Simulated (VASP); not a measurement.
# MnS (Pm-3m) in VASP: a series of runs

MnS is run at these levels: LDA+U; tasks: single point.

Everything below comes from runs of VASP 6.6.1. Logs are shortened: lines on timing, memory, paths and dates and some standing lists are left out, and cuts for length are marked.

### 1 The cell of the first run

It takes space group Pm-3m (No. 221, cubic). Conventional cell: a = 3.099 Å, b = 3.099 Å, c = 3.099 Å, α = 90.00°, β = 90.00°, γ = 90.00°. Within 3.5 Å of Mn (site symmetry m-3m) lie 8 S at 2.68 Å and 6 Mn at 3.10 Å. S (site symmetry m-3m) has 8 Mn at 2.68 Å and 6 S at 3.10 Å within 3.5 Å.

### 2 Single point, LDA+U, collinear spin, ferromagnetic start

Contents of INCAR:

```
SYSTEM = MnS
  PREC = Accurate
  ENCUT = 520
  EDIFF = 1E-7
  ISMEAR = 1
  SIGMA = 0.5
  LREAL = .False.
  LASPH = .True.
  NELM = 150
  ALGO = Normal
  ISIF = 2
  LWAVE = .False.
  LCHARG = .False.
  ISPIN = 2
  MAGMOM = 2.8 0
  LORBIT = 11
  LMAXMIX = 4
  LDAU = .True.
  LDAUTYPE = 2
  LDAUL = 2 -1
  LDAUU = 4.5 0
  LDAUJ = 0 0
  LDAUPRINT = 1
  GGA = CA
  NBANDS = 20
```

Contents of KPOINTS:

```
Automatic mesh
0
Gamma
  6 6 6
  0.5 0.5 0.5
```

Contents of POSCAR:

```
MnS
1.0
    3.0990400000      0.0000000000      0.0000000000
    0.0000000000      3.0990400000      0.0000000000
    0.0000000000      0.0000000000      3.0990400000
Mn S
1 1
Direct
    0.5000000000      0.5000000000      0.5000000000
    0.0000000000      0.0000000000      0.0000000000
```

Potentials or basis: VASP PAW LDA potentials, release 64 (Mn_pv, S).

Command:

```sh
> cat potpaw_LDA.64/Mn_pv/POTCAR potpaw_LDA.64/S/POTCAR > POTCAR
> mpirun -np 1 vasp_std > vasp.out
```

OUTCAR:

```text
SYSTEM = MnS
   PREC = Accurate
   ENCUT = 520
   EDIFF = 1E-7
   ISMEAR = 1
   LREAL = .False.
   LASPH = .True.
   NELM = 150
   ISIF = 2
   ISPIN = 2
   LORBIT = 11
   GGA = CA

 ion  position               nearest neighbor table
   1  0.500  0.500  0.500-   2 2.68   2 2.68   2 2.68   2 2.68   2 2.68   2 2.68   2 2.68   2 2.68

   2  0.000  0.000  0.000-   1 2.68   1 2.68   1 2.68   1 2.68   1 2.68   1 2.68   1 2.68   1 2.68

  LATTYP: Found a simple cubic cell.
 ALAT       =     3.0990400000

  Lattice vectors:

 A1 = (   3.0990400000,   0.0000000000,   0.0000000000)
 A2 = (   0.0000000000,   3.0990400000,   0.0000000000)
 A3 = (   0.0000000000,   0.0000000000,   3.0990400000)

Analysis of symmetry for initial positions (statically):
=====================================================================
 Subroutine PRICEL returns:
 Original cell was already a primitive cell.

 Routine SETGRP: Setting up the symmetry group for a
 simple cubic supercell.

 Subroutine GETGRP returns: Found 48 space group operations
 (whereof 48 operations were pure point group operations)
 out of a pool of 48 trial point group operations.

The static configuration has the point symmetry O_h .

Analysis of symmetry for dynamics (positions and initial velocities):
=====================================================================
 Subroutine PRICEL returns:
 Original cell was already a primitive cell.

 Routine SETGRP: Setting up the symmetry group for a
 simple cubic supercell.

 Subroutine GETGRP returns: Found 48 space group operations
 (whereof 48 operations were pure point group operations)
 out of a pool of 48 trial point group operations.

The dynamic configuration has the point symmetry O_h .

Analysis of structural, dynamic, and magnetic symmetry:
=====================================================================
 Subroutine PRICEL returns:
 Original cell was already a primitive cell.

 Routine SETGRP: Setting up the symmetry group for a
 simple cubic supercell.

 Subroutine GETGRP returns: Found 48 space group operations
 (whereof 48 operations were pure point group operations)
 out of a pool of 48 trial point group operations.

The overall configuration has the point symmetry O_h .

 Subroutine INISYM returns: Found 48 space group operations
 (whereof 48 operations are pure point group operations),
 and found     1 'primitive' translations

----------------------------------------------------------------------------------------

                                     Primitive cell

  volume of cell :      29.7633

  direct lattice vectors                    reciprocal lattice vectors
     3.099040000  0.000000000  0.000000000     0.322680572  0.000000000  0.000000000
     0.000000000  3.099040000  0.000000000     0.000000000  0.322680572  0.000000000
     0.000000000  0.000000000  3.099040000     0.000000000  0.000000000  0.322680572

  length of vectors
     3.099040000  3.099040000  3.099040000     0.322680572  0.322680572  0.322680572

  position of ions in fractional coordinates (direct lattice)
     0.500000000  0.500000000  0.500000000
     0.000000000  0.000000000  0.000000000

  ion indices of the primitive-cell ions
   primitive index   ion index
                 1           1
                 2           2

----------------------------------------------------------------------------------------

 KPOINTS: Automatic mesh

Automatic generation of k-mesh.
 Grid dimensions read from file:
 generate k-points for:    6    6    6

 Generating k-lattice:

  Cartesian coordinates                     Fractional coordinates (reciprocal lattice)
     0.053780095  0.000000000  0.000000000     0.166666667  0.000000000  0.000000000
     0.000000000  0.053780095  0.000000000     0.000000000  0.166666667  0.000000000
     0.000000000  0.000000000  0.053780095     0.000000000  0.000000000  0.166666667

  Length of vectors
     0.053780095  0.053780095  0.053780095

  Shift w.r.t. Gamma in fractional coordinates (k-lattice)
     0.500000000  0.500000000  0.500000000

 Subroutine IBZKPT returns following result:
 ===========================================

 Found     10 irreducible k-points:

 Following reciprocal coordinates:
            Coordinates               Weight
  0.083333  0.083333  0.083333      8.000000
  0.250000  0.083333  0.083333     24.000000
  0.416667  0.083333  0.083333     24.000000
  0.250000  0.250000  0.083333     24.000000
  0.416667  0.250000  0.083333     48.000000
  0.416667  0.416667  0.083333     24.000000
  0.250000  0.250000  0.250000      8.000000
  0.416667  0.250000  0.250000     24.000000
  0.416667  0.416667  0.250000     24.000000
  0.416667  0.416667  0.416667      8.000000
   k-points           NKPTS =     10   k-points in BZ     NKDIM =     10   number of bands    NBANDS=     20
   number of dos      NEDOS =    301   number of ions     NIONS =      2
   total plane-waves  NPLWV =  13824
   dimension x,y,z NGX =    24 NGY =   24 NGZ =   24
   dimension x,y,z NGXF=    48 NGYF=   48 NGZF=   48
   ions per type =               1   1
   NGX,Y,Z   is equivalent  to a cutoff of  12.87, 12.87, 12.87 a.u.
   NGXF,Y,Z  is equivalent  to a cutoff of  25.75, 25.75, 25.75 a.u.
 SYSTEM =  MnS
   PREC   = accura    normal or accurate (medium, high low for compatibility)
   ISTART =      0    job   : 0-new  1-cont  2-samecut
   ICHARG =      2    charge: 1-file 2-atom 10-const
   ISPIN  =      2    spin polarized calculation?
   LNONCOLLINEAR =      F non collinear calculations
   LSORBIT =      F    spin-orbit coupling
   LASPH  =      T    aspherical Exc in radial PAW
   ENCUT  =  520.0 eV  38.22 Ry    6.18 a.u.   5.76  5.76  5.76*2*pi/ulx,y,z
   NELM   =    150;   NELMIN=  2; NELMDL= -5     # of ELM steps
   EDIFF  = 0.1E-06   stopping-criterion for ELM
   LREAL  =      F    real-space projection
   EDIFFG = 0.1E-05   stopping-criterion for IOM
   NSW    =      0    number of steps for IOM
   IBRION =     -1    ionic relax: 0-MD 1-quasi-New 2-CG
   NFREE  =      0    steps in history (QN), initial steepest desc. (CG)
   ISIF   =      2    stress and relaxation
   ISYM   =      2    0-nonsym 1-usesym 2-fastsym
   POTIM  = 0.5000    time-step for ionic-motion
   TEBEG  =    0.0;   TEEND  =   0.0 temperature during run
   PSTRESS=    0.0 pullay stress
   NELECT =      19.0000    total number of electrons
   NUPDOWN=      -1.0000    fix difference up-down
   EMIN   =  10.00;   EMAX   =-10.00  energy-range for DOS
   EFERMI =   0.00;   METHOD = LEGACY
   ISMEAR =     1;   SIGMA  =   0.50  broadening in eV -4-tet -1-fermi 0-gaus
   EFERMI_NEDOS =   21; number of points for ismear=-14 and -15
   IALGO  =     38    algorithm
   IMIX   =      4    mixing-type and parameters
     AMIX     =   0.40;   BMIX     =  1.00
     AMIX_MAG =   1.60;   BMIX_MAG =  1.00
  volume/ion in A,a.u.               =      14.88       100.43
  Fermi-wavevector in a.u.,A,eV,Ry     =   1.409610  2.663776 27.034766  1.986999
  Thomas-Fermi vector in A             =   2.531648
   LORBIT       =     11    0 simple, 1 ext, 2 COOP (PROOUT), +10 PAW based schemes
 LDA+U is selected, type is set to LDAUTYPE =  2
   angular momentum for each species LDAUL =     2   -1
   U (eV)           for each species LDAUU =   4.5  0.0
   J (eV)           for each species LDAUJ =   0.0  0.0
   GGA     = CA    functional components
   LHFCALC =     F    Hartree Fock is set to
   AEXX    =    0.0000 exact exchange contribution
   IVDW    =     0    specifies the selected vdW correction
   LEPSILON=     F    determine dielectric tensor
   LRPA    =     F    only Hartree local field effects (RPA)
 spin polarized calculation
 Methfessel and Paxton  Order N= 1 SIGMA  =   0.50
  energy-cutoff  :      520.00
  volume of cell :       29.76
 maximum number of plane-waves:       811
 NGX is ok and might be reduce to    24
   NGX = 11   NGY = 11   NGZ = 11

atom =   1  type =  1  l = 2

 onsite density matrix

spin component  1

  0.9448 -0.0000 -0.0000  0.0000  0.0000
 -0.0000  0.9448 -0.0000  0.0000  0.0000
 -0.0000 -0.0000  0.9233 -0.0000 -0.0000
  0.0000  0.0000 -0.0000  0.9448 -0.0000
  0.0000  0.0000 -0.0000 -0.0000  0.9233

spin component  2

  0.0722 -0.0000  0.0000 -0.0000  0.0000
 -0.0000  0.0722 -0.0000 -0.0000 -0.0000
  0.0000 -0.0000  0.0328 -0.0000  0.0000
 -0.0000 -0.0000 -0.0000  0.0722  0.0000
  0.0000 -0.0000  0.0000  0.0000  0.0328

 occupancies and eigenvectors

  o =  0.0328  v =  0.0000  0.0000  0.0000  0.0000  0.0000  0.0000  0.0000 -0.0293 -0.0000  0.9996      0.0000  0.0000  0.0000  0.0000  0.0000  0.0000  0.0000  0.0000  0.0000  0.0000
  o =  0.0328  v =  0.0000  0.0000  0.0000  0.0000  0.0000  0.0000 -0.0000 -0.9996 -0.0000 -0.0293      0.0000  0.0000  0.0000  0.0000  0.0000  0.0000  0.0000  0.0000  0.0000  0.0000
  o =  0.0722  v =  0.0000  0.0000  0.0000  0.0000  0.0000 -0.0000 -0.9958  0.0000 -0.0915  0.0000      0.0000  0.0000  0.0000  0.0000  0.0000  0.0000  0.0000  0.0000  0.0000  0.0000
  o =  0.0722  v =  0.0000  0.0000  0.0000  0.0000  0.0000 -0.0000  0.0915  0.0000 -0.9958 -0.0000      0.0000  0.0000  0.0000  0.0000  0.0000  0.0000  0.0000  0.0000  0.0000  0.0000
  o =  0.0722  v =  0.0000  0.0000  0.0000  0.0000  0.0000  1.0000 -0.0000  0.0000 -0.0000  0.0000      0.0000  0.0000  0.0000  0.0000  0.0000  0.0000  0.0000  0.0000  0.0000  0.0000
  o =  0.9233  v =  0.0000  0.0000  0.9994  0.0000  0.0359  0.0000  0.0000  0.0000  0.0000  0.0000      0.0000  0.0000  0.0000  0.0000  0.0000  0.0000  0.0000  0.0000  0.0000  0.0000
  o =  0.9233  v =  0.0000 -0.0000 -0.0359  0.0000  0.9994  0.0000  0.0000  0.0000  0.0000  0.0000      0.0000  0.0000  0.0000  0.0000  0.0000  0.0000  0.0000  0.0000  0.0000  0.0000
  o =  0.9448  v =  1.0000  0.0000  0.0000  0.0000  0.0000  0.0000  0.0000  0.0000  0.0000  0.0000      0.0000  0.0000  0.0000  0.0000  0.0000  0.0000  0.0000  0.0000  0.0000  0.0000
  o =  0.9448  v =  0.0000  0.0583 -0.0000  0.9983 -0.0000  0.0000  0.0000  0.0000  0.0000  0.0000      0.0000  0.0000  0.0000  0.0000  0.0000  0.0000  0.0000  0.0000  0.0000  0.0000
  o =  0.9448  v =  0.0000  0.9983 -0.0000 -0.0583  0.0000  0.0000  0.0000  0.0000  0.0000  0.0000      0.0000  0.0000  0.0000  0.0000  0.0000  0.0000  0.0000  0.0000  0.0000  0.0000

 number of electron      18.9999977 magnetization       4.7801476

 Free energy of the ion-electron system (eV)
  ---------------------------------------------------
  ext. energy  EPLUGINS =         0.00000000
  ---------------------------------------------------
  free energy    TOTEN  =       -12.47276915 eV

  energy without entropy =      -12.47956601  energy(sigma->0) =      -12.47503477

 E-fermi :   8.6300     XC(G=0): -11.8974

 val. band max:        8.5584496663   @ k =   0.4167   0.0833   0.0833
 cond. band min:       8.9219568227   @ k =   0.4167   0.4167   0.2500
 fundamental gap:      0.3635071563
 Fermi energy:         8.6300355472

 spin component 1

 k-point     1 :       0.0833    0.0833    0.0833
  band No.  band energies     occupation
      1     -41.9193      1.00000
      2     -41.9191      1.00000
      3     -41.9191      1.00000
      4      -6.5770      1.00000
      5       2.5228      1.00000
      6       2.5228      1.00000
[... 12 lines left out ...]
     19      24.9465      0.00000
[... 190 lines left out ...]
      3     -41.9454      1.00000
      4      -3.1276      1.00000
      5       1.2297      1.00000
      6       1.2297      1.00000
[... 12 lines left out ...]
     19      26.9750      0.00000
     20      30.3513      0.00000
 Fermi energy:         8.6300355472

 spin component 2

 k-point     1 :       0.0833    0.0833    0.0833
  band No.  band energies     occupation
      1     -37.5566      1.00000
      2     -37.5562      1.00000
      3     -37.5562      1.00000
      4      -6.2722      1.00000
      5       6.2332      1.00000
      6       6.3655      1.00000
[... 12 lines left out ...]
     19      26.1216      0.00000
[... 191 lines left out ...]
      4      -2.8456      1.00000
      5       3.5040      1.00000
      6       3.5040      1.00000
[... 12 lines left out ...]
     19      28.3170      0.00000
     20      31.2128      0.00000

------------------------ aborting loop because EDIFF is reached ----------------------------------------

  FORCE on cell =-STRESS in cart. coord.  units (eV):
  Direction    XX          YY          ZZ          XY          YZ          ZX
  --------------------------------------------------------------------------------------
  -------------------------------------------------------------------------------------
  Total        1.6089889      1.6089889      1.6089889      0.0000000     -0.0000000      0.0000000
  in kB       86.6128025     86.6128025     86.6128025      0.0000000     -0.0000000      0.0000000
  external PRESSURE =      86.6128025 kB  Pullay stress =       0.0000000 kB

 VOLUME and BASIS-vectors are now :
 -----------------------------------------------------------------------------
  energy-cutoff  :      520.00
  volume of cell :       29.76
      direct lattice vectors                 reciprocal lattice vectors
     3.099040000  0.000000000  0.000000000     0.322680572  0.000000000  0.000000000
     0.000000000  3.099040000  0.000000000     0.000000000  0.322680572  0.000000000
     0.000000000  0.000000000  3.099040000     0.000000000  0.000000000  0.322680572

 POSITION                                       TOTAL-FORCE (eV/Angst)
 -----------------------------------------------------------------------------------
      1.54952      1.54952      1.54952         0.000000      0.000000      0.000000
      0.00000      0.00000      0.00000         0.000000      0.000000      0.000000
 -----------------------------------------------------------------------------------
    total drift:                                0.000000      0.000000     -0.000000

  FREE ENERGIE OF THE ION-ELECTRON SYSTEM (eV)
  ---------------------------------------------------
  free  energy   TOTEN  =       -12.4727691514 eV

  energy  without entropy=      -12.4795660063  energy(sigma->0) =      -12.47503477

 total charge

# of ion       s       p       d       tot
------------------------------------------
    1        0.231   6.183   4.944  11.358
    2        1.357   2.405   0.000   3.762
--------------------------------------------------
tot          1.588   8.588   4.944  15.120

 magnetization (x)

# of ion       s       p       d       tot
------------------------------------------
    1        0.010   0.032   4.389   4.431
    2        0.025   0.075   0.000   0.100
--------------------------------------------------
tot          0.035   0.107   4.389   4.531
```

Run time: 13 s. Hardware: 1 thread of Intel Xeon 8259CL, shared host; peak memory 0.14 GiB.

What came out:

```
Free energy                                           : -12.4728 eV
Pressure                                              : 8.7 GPa
Net moment                                            : 4.78 μB per cell
Site moments                                          : Mn +4.43; S +0.10 μB
Valence electrons inside the program's atomic spheres : Mn 11.36; S 3.76
```

Eigenvalues of the final occupation matrices:
| site | spin | trace | eigenvalues |
| --- | --- | --- | --- |
| site 1 d | 1 | 4.68 | 0.92 0.92 0.94 0.94 0.94 |
| site 1 d | 2 | 0.28 | 0.03 0.03 0.07 0.07 0.07 |

Caveat: the cell stands under pressure; so wide a smearing shifts energies and pressures; a cell with one magnetic atom can't hold antiferromagnetic order, which such compounds often take.

### 3 Single point, LDA+U, collinear spin, ferromagnetic start

Contents of INCAR:

```
PREC     = Accurate       # precision mode
ENCUT    = 520            # plane-wave cutoff, eV
EDIFF    = 1E-6           # SCF threshold, eV
ISMEAR   = 1              # smearing method
SIGMA    = 0.3            # smearing width, eV
LREAL    = False          # projectors in reciprocal space
LASPH    = True           # aspherical terms in the spheres
NELM     = 150            # most SCF steps
ALGO     = Normal         # electronic algorithm
ISIF     = 2              # what is computed and relaxed
LWAVE    = False          # write WAVECAR
LCHARG   = False          # write CHGCAR
ISPIN    = 2              # spin polarisation
MAGMOM   = 2.8 0          # initial moments
LORBIT   = 11             # projections on sites
LMAXMIX  = 4              # l up to which the mixer works
LDAU     = True           # DFT+U
LDAUTYPE = 2            
LDAUL    = 2 -1           # shell
LDAUU    = 4.5 0          # U, eV
LDAUJ    = 0 0          
LDAUPRINT= 1            
NBANDS   = 20             # bands
```

KPOINTS is that of step 2.

POSCAR is that of step 2.

Potentials or basis: VASP PAW LDA potentials, release 64 (Mn_pv, S).

Command:

```sh
> cat potpaw_LDA.64/Mn_pv/POTCAR potpaw_LDA.64/S/POTCAR > POTCAR
> mpirun -np 1 vasp_std > vasp.out
```

It took 11 s on 1 thread of Intel Xeon 8259CL, shared host; peak memory 0.13 GiB.

The run converged. Its results:

```
Free energy                                           : -12.4714 eV
Pressure                                              : 8.6 GPa
Net moment                                            : 4.78 μB per cell
Site moments                                          : Mn +4.43; S +0.10 μB
Valence electrons inside the program's atomic spheres : Mn 11.36; S 3.76
```

Levels at points of the mesh, in eV from the Fermi level:
Spin up:
```tsv
k point	band 8	band 9	band 10	band 11	band 12	band 13	band 14	band 15	band 16	band 17
(0.08, 0.08, 0.08)	-4.93	-4.93	-2.34	-1.84	-1.84	2.93	6.77	6.77	11.71	12.77
```
Spin down:
```csv
k point,band 5,band 6,band 7,band 8,band 9,band 10
"(0.08, 0.08, 0.08)",-2.34,-2.21,-2.21,0.76,0.76,2.71
```

Eigenvalues of the final occupation matrices:
| site | spin | trace | eigenvalues |
| --- | --- | --- | --- |
| site 1 d | 1 | 4.68 | 0.92 0.92 0.94 0.94 0.94 |
| site 1 d | 2 | 0.29 | 0.04 0.04 0.07 0.07 0.07 |

Caveat: the cell stands under pressure; so wide a smearing shifts energies and pressures; a cell with one magnetic atom can't hold antiferromagnetic order, which such compounds often take. The state reached can hang on the start; a lower one may exist.
